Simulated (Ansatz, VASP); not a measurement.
# HfB in VASP and in Ansatz

Contents of INCAR:

```
SYSTEM = HfB
PREC = Accurate
ENCUT = 520
EDIFF = 1E-6
ISMEAR = 0
SIGMA = 0.15
LREAL = .FALSE.
LASPH = .TRUE.
NELM = 100
ALGO = Normal
ISIF = 2
LWAVE = .FALSE.
LCHARG = .FALSE.
GGA = PS
NBANDS = 14
```

File KPOINTS:

```
Automatic mesh
0
G
  16 16 16
  0 0 0
```

Contents of POSCAR:

```
HfB
1.0
    0.0000000000      2.3936993068      2.3936993068
    2.3936993068      0.0000000000      2.3936993068
    2.3936993068      2.3936993068      0.0000000000
Hf B
1 1
Direct
    0.4985704626      0.5014295374      0.5014295374
    0.0236036330     -0.0236036330     -0.0236036330
```

Input for Ansatz:

```yaml
crystal:
  lattice:
    - [0.0, 2.3936993068, 2.3936993068]
    - [2.3936993068, 0.0, 2.3936993068]
    - [2.3936993068, 2.3936993068, 0.0]
  atoms:
    - { symbol: Hf, position: [0.4985704626, 0.5014295374, 0.5014295374] }
    - { symbol: B, position: [0.023603633, -0.023603633, -0.023603633] }
basis:
  ecutwfc: 520.0
kpoints:
  mp_grid: { grid: [16, 16, 16] }
hamiltonian:
  xc: pbesol
  pseudopotentials: { kind: paw }
scf:
  occupations: { method: gaussian, width: 0.15 }
output:
  forces: true
  stress: true
  eigenvalues: true
```

Change from the starting cell: mode 4 frozen in at -0.113 Å, normal strain along x +0.0000.

Alike in both runs: task single point; functional PBEsol; k mesh 16 × 16 × 16; occupations gaussian, width 0.15 eV; no spin polarisation.

|  | VASP | Ansatz |
| --- | --- | --- |
| version | VASP 6.6.1 | Ansatz 0.2.0 |
| potentials or method | VASP PAW PBE potentials, release 64 (Hf_pv, B), cutoff 520 eV | scalar-relativistic, plane waves, PAW |
| valence electrons in the cell | 13 | 29 |

VASP gave:

* gap on the k mesh at the Fermi level (eV): none
* pressure (GPa): 1.2
* traceless stress, the component that is largest in VASP (GPa): 2.28
* rms of the force components (eV/Å): 0.623

Q: Which values does Ansatz return?

A: gap on the k mesh at the Fermi level (eV): none; pressure (GPa): 0.9; traceless stress, the component that is largest in VASP (GPa): 2.23; rms of the force components (eV/Å): 0.621.

VASP's potentials were made for PBE, not for PBEsol. Atom by atom the forces differ by 0.002 eV/Å (rms over components). A gap of «none» marks a metal or a gap that the smearing closes. VASP's potentials hold 13 valence electrons a cell and Ansatz's 29, so a difference there can come from the potentials and not from the codes.

Neither program's run includes spin-orbit coupling.
